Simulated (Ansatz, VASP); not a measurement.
# Ta2N: VASP beside Ansatz

```
Ta N
1.0
     3.07862    0.00000    0.00000
    -1.53931    2.66616    0.00000
     0.00000    0.00000    4.82326
Ta N
2 1
Direct
  0.66667 0.33333 0.74626
  0.33333 0.66667 0.25374
  0.00000 0.00000 0.00000
```

Alike in both runs: task single point; functional PBEsol; k mesh 12 × 12 × 8; occupations gaussian, width 0.15 eV; no spin polarisation.

|  | VASP | Ansatz |
| --- | --- | --- |
| version | VASP 6.6.1 | Ansatz 0.2.0 |
| potentials or method | VASP PAW PBE potentials, release 64 (Ta_pv, N), cutoff 520 eV | scalar-relativistic, plane waves, PAW |
| valence electrons in the cell | 27 | 31 |

```tsv
	VASP	Ansatz	Ansatz less VASP
gap on the k mesh at the Fermi level (eV)	none	none	-
pressure (GPa)	0.6	0.0	-0.58
traceless stress, the component that is largest in VASP (GPa)	-0.15	-0.10	+0.055
rms of the force components (eV/Å)	0.008	0.034	+0.0262
```

VASP's potentials were made for PBE, not for PBEsol. Atom by atom the forces differ by 0.026 eV/Å (rms over components). A gap of «none» marks a metal or a gap that the smearing closes. With one functional, cell and mesh, what is left measures potentials, basis and numerics. VASP's potentials hold 27 valence electrons a cell and Ansatz's 31, so a difference there can come from the potentials and not from the codes.

Neither program's run includes spin-orbit coupling.
